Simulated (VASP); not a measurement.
# BN (F-43m) in VASP: further runs, part 2 of 2

VASP 6.6.1. Earlier steps stand in the parts before.

### Step 3. Single point, LDA (5.05 Å³/atom)

This run uses another cell than the first one, of 5.05 Å³/atom.

INCAR reads:

```
SYSTEM = BN
PREC = Accurate
ENCUT = 600
EDIFF = 1E-6
ISMEAR = 0
SIGMA = 0.05
LREAL = .False.
LASPH = .True.
NELM = 120
ALGO = Normal
ISIF = 2
LWAVE = .False.
LCHARG = .False.
NBANDS = 11
GGA_COMPAT = .False.
```

KPOINTS reads:

```
Automatic mesh
0
Gamma
  12 12 12
  0 0 0
```

POSCAR reads:

```
BN
1.0
    0.0000000000      1.7153171703      1.7153171703
    1.7153171703      0.0000000000      1.7153171703
    1.7153171703      1.7153171703      0.0000000000
B N
1 1
Direct
    0.0000000000      0.0000000000      0.0000000000
    0.7500000000      0.7500000000      0.7500000000
```

Potentials or basis: VASP PAW LDA potentials, release 64 (B, N).

Command:

```sh
cat potpaw_LDA.64/B/POTCAR potpaw_LDA.64/N/POTCAR > POTCAR
mpirun -np 1 vasp_std > vasp.out
```

OUTCAR:

```text
SYSTEM = BN
   PREC = Accurate
   ENCUT = 600
   EDIFF = 1E-6
   ISMEAR = 0
   LREAL = .False.
   LASPH = .True.
   NELM = 120
   ISIF = 2

 ion  position               nearest neighbor table
   1  0.000  0.000  0.000-   2 1.49   2 1.49   2 1.49   2 1.49
   2  0.750  0.750  0.750-   1 1.49   1 1.49   1 1.49   1 1.49

  LATTYP: Found a face centered cubic cell.
 ALAT       =     3.4306343406

  Lattice vectors:

 A1 = (   0.0000000000,   1.7153171703,   1.7153171703)
 A2 = (   1.7153171703,   0.0000000000,   1.7153171703)
 A3 = (   1.7153171703,   1.7153171703,   0.0000000000)

Analysis of symmetry for initial positions (statically):
=====================================================================
 Subroutine PRICEL returns:
 Original cell was already a primitive cell.

 Routine SETGRP: Setting up the symmetry group for a
 face centered cubic supercell.

 Subroutine GETGRP returns: Found 24 space group operations
 (whereof 24 operations were pure point group operations)
 out of a pool of 48 trial point group operations.

The static configuration has the point symmetry T_d .

Analysis of symmetry for dynamics (positions and initial velocities):
=====================================================================
 Subroutine PRICEL returns:
 Original cell was already a primitive cell.

 Routine SETGRP: Setting up the symmetry group for a
 face centered cubic supercell.

 Subroutine GETGRP returns: Found 24 space group operations
 (whereof 24 operations were pure point group operations)
 out of a pool of 48 trial point group operations.

The dynamic configuration has the point symmetry T_d .

 Subroutine INISYM returns: Found 24 space group operations
 (whereof 24 operations are pure point group operations),
 and found     1 'primitive' translations

----------------------------------------------------------------------------------------

                                     Primitive cell

  volume of cell :      10.0940

  direct lattice vectors                    reciprocal lattice vectors
     0.000000000  1.715317170  1.715317170    -0.291491281  0.291491281  0.291491281
     1.715317170  0.000000000  1.715317170     0.291491281 -0.291491281  0.291491281
     1.715317170  1.715317170  0.000000000     0.291491281  0.291491281 -0.291491281

  length of vectors
     2.425824806  2.425824806  2.425824806     0.504877709  0.504877709  0.504877709

  position of ions in fractional coordinates (direct lattice)
     0.000000000  0.000000000  0.000000000
     0.750000000  0.750000000  0.750000000

  ion indices of the primitive-cell ions
   primitive index   ion index
                 1           1
                 2           2

----------------------------------------------------------------------------------------

 KPOINTS: Automatic mesh

Automatic generation of k-mesh.
 Grid dimensions read from file:
 generate k-points for:   12   12   12

 Generating k-lattice:

  Cartesian coordinates                     Fractional coordinates (reciprocal lattice)
    -0.024290940  0.024290940  0.024290940     0.083333333  0.000000000  0.000000000
     0.024290940 -0.024290940  0.024290940     0.000000000  0.083333333  0.000000000
     0.024290940  0.024290940 -0.024290940     0.000000000  0.000000000  0.083333333

  Length of vectors
     0.042073142  0.042073142  0.042073142

  Shift w.r.t. Gamma in fractional coordinates (k-lattice)
     0.000000000  0.000000000  0.000000000

 Subroutine IBZKPT returns following result:
 ===========================================

 Found     72 irreducible k-points:

 Following reciprocal coordinates:
            Coordinates               Weight
  0.000000  0.000000  0.000000      1.000000
  0.083333  0.000000  0.000000      8.000000
  0.166667  0.000000  0.000000      8.000000
  0.250000  0.000000  0.000000      8.000000
  0.333333  0.000000  0.000000      8.000000
  0.416667  0.000000  0.000000      8.000000
[... 16 lines left out ...]
  0.500000  0.166667  0.000000     24.000000
 -0.416667  0.166667  0.000000     24.000000
 [... further k-points ...]
   k-points           NKPTS =     72   k-points in BZ     NKDIM =     72   number of bands    NBANDS=     11
   number of dos      NEDOS =    301   number of ions     NIONS =      2
   total plane-waves  NPLWV =   8000
   dimension x,y,z NGX =    20 NGY =   20 NGZ =   20
   dimension x,y,z NGXF=    40 NGYF=   40 NGZF=   40
   ions per type =               1   1
   NGX,Y,Z   is equivalent  to a cutoff of  13.71, 13.71, 13.71 a.u.
   NGXF,Y,Z  is equivalent  to a cutoff of  27.41, 27.41, 27.41 a.u.
 SYSTEM =  BN
   PREC   = accura    normal or accurate (medium, high low for compatibility)
   ISTART =      0    job   : 0-new  1-cont  2-samecut
   ICHARG =      2    charge: 1-file 2-atom 10-const
   ISPIN  =      1    spin polarized calculation?
   LNONCOLLINEAR =      F non collinear calculations
   LSORBIT =      F    spin-orbit coupling
   LASPH  =      T    aspherical Exc in radial PAW
   ENCUT  =  600.0 eV  44.10 Ry    6.64 a.u.   4.84  4.84  4.84*2*pi/ulx,y,z
   NELM   =    120;   NELMIN=  2; NELMDL= -5     # of ELM steps
   EDIFF  = 0.1E-05   stopping-criterion for ELM
   LREAL  =      F    real-space projection
   EDIFFG = 0.1E-04   stopping-criterion for IOM
   NSW    =      0    number of steps for IOM
   IBRION =     -1    ionic relax: 0-MD 1-quasi-New 2-CG
   NFREE  =      0    steps in history (QN), initial steepest desc. (CG)
   ISIF   =      2    stress and relaxation
   ISYM   =      2    0-nonsym 1-usesym 2-fastsym
   POTIM  = 0.5000    time-step for ionic-motion
   TEBEG  =    0.0;   TEEND  =   0.0 temperature during run
   PSTRESS=    0.0 pullay stress
   NELECT =       8.0000    total number of electrons
   NUPDOWN=      -1.0000    fix difference up-down
   EMIN   =  10.00;   EMAX   =-10.00  energy-range for DOS
   EFERMI =   0.00;   METHOD = LEGACY
   ISMEAR =     0;   SIGMA  =   0.05  broadening in eV -4-tet -1-fermi 0-gaus
   EFERMI_NEDOS =   21; number of points for ismear=-14 and -15
   IALGO  =     38    algorithm
   IMIX   =      4    mixing-type and parameters
     AMIX     =   0.40;   BMIX     =  1.00
     AMIX_MAG =   1.60;   BMIX_MAG =  1.00
  volume/ion in A,a.u.               =       5.05        34.06
  Fermi-wavevector in a.u.,A,eV,Ry     =   1.515015  2.862964 31.229069  2.295272
  Thomas-Fermi vector in A             =   2.624596
   LORBIT       =      0    0 simple, 1 ext, 2 COOP (PROOUT), +10 PAW based schemes
   GGA     = CA    functional components
   LHFCALC =     F    Hartree Fock is set to
   AEXX    =    0.0000 exact exchange contribution
   IVDW    =     0    specifies the selected vdW correction
   LEPSILON=     F    determine dielectric tensor
   LRPA    =     F    only Hartree local field effects (RPA)
 non-spin polarized calculation
 Gauss-broadening in eV      SIGMA  =   0.05
  energy-cutoff  :      600.00
  volume of cell :       10.09
 maximum number of plane-waves:       347
   NGX =  9   NGY =  9   NGZ =  9

 number of electron       8.0000001 magnetization

 Free energy of the ion-electron system (eV)
  ---------------------------------------------------
  ext. energy  EPLUGINS =         0.00000000
  ---------------------------------------------------
  free energy    TOTEN  =       -19.14925928 eV

  energy without entropy =      -19.14925928  energy(sigma->0) =      -19.14925928

 E-fermi :   9.7816     XC(G=0): -13.8768

 val. band max:        9.4835445546   @ k =   0.0000   0.0000   0.0000
 cond. band min:      13.9996503300   @ k =   0.5000   0.5000   0.0000
 fundamental gap:      4.5161057754
 Fermi energy:         9.7815714951

 k-point     1 :       0.0000    0.0000    0.0000
  band No.  band energies     occupation
      1     -12.4765      2.00000
      2       9.4835      2.00000
      3       9.4835      2.00000
      4       9.4835      2.00000
      5      18.9097      0.00000
      6      18.9097      0.00000
      7      18.9097      0.00000
      8      22.5929      0.00000
      9      37.0486      0.00000
     10      39.2806      0.00000
     11      39.2806      0.00000
[... 309 lines left out ...]
 k-point    24 :      -0.4167    0.1667    0.0000
  band No.  band energies     occupation
      1      -6.9999      2.00000
      2      -1.9640      2.00000
      3       4.8132      2.00000
      4       6.4657      2.00000
      5      19.4012      0.00000
      6      22.7755      0.00000
      7      23.7442      0.00000
      8      27.1323      0.00000
      9      32.3355      0.00000
     10      36.7114      0.00000
     11      39.2414      0.00000

 [... further k-points ...]

------------------------ aborting loop because EDIFF is reached ----------------------------------------

  FORCE on cell =-STRESS in cart. coord.  units (eV):
  Direction    XX          YY          ZZ          XY          YZ          ZX
  --------------------------------------------------------------------------------------
  -------------------------------------------------------------------------------------
  Total        4.1791546      4.1791546      4.1791546     -0.0000000     -0.0000000      0.0000000
  in kB      663.3392881    663.3392881    663.3392881     -0.0000000     -0.0000000      0.0000000
  external PRESSURE =     663.3392881 kB  Pullay stress =       0.0000000 kB

 VOLUME and BASIS-vectors are now :
 -----------------------------------------------------------------------------
  energy-cutoff  :      600.00
  volume of cell :       10.09
      direct lattice vectors                 reciprocal lattice vectors
     0.000000000  1.715317170  1.715317170    -0.291491281  0.291491281  0.291491281
     1.715317170  0.000000000  1.715317170     0.291491281 -0.291491281  0.291491281
     1.715317170  1.715317170  0.000000000     0.291491281  0.291491281 -0.291491281

 POSITION                                       TOTAL-FORCE (eV/Angst)
 -----------------------------------------------------------------------------------
      0.00000      0.00000      0.00000         0.000000     -0.000000      0.000000
      2.57298      2.57298      2.57298        -0.000000      0.000000     -0.000000
 -----------------------------------------------------------------------------------
    total drift:                                0.000000      0.000000     -0.000000

  FREE ENERGIE OF THE ION-ELECTRON SYSTEM (eV)
  ---------------------------------------------------
  free  energy   TOTEN  =       -19.1492592838 eV

  energy  without entropy=      -19.1492592838  energy(sigma->0) =      -19.14925928
```

stdout:

```text
POSCAR found type information on POSCAR B N
 POSCAR found :  2 types and       2 ions
 scaLAPACK will be used
 LDA part: xc-table for (Slater(with rela. corr.)+CA(PZ))
 , standard interpolation
 POSCAR, INCAR and KPOINTS ok, starting setup
 FFT: planning ... GRIDC
 FFT: planning ... GRID_SOFT
 FFT: planning ... GRID
 WAVECAR not read
 entering main loop
```

It took 8 s on 1 thread of AMD EPYC 7R13, shared host; peak memory 0.12 GiB.

What came out:

* Free energy: -19.1493 eV
* Pressure: 66.3 GPa
* Band gap on the k mesh: 4.52 eV (least direct gap 9.43 eV)

Caveat: the cell stands under pressure. A k mesh can miss the band edges.
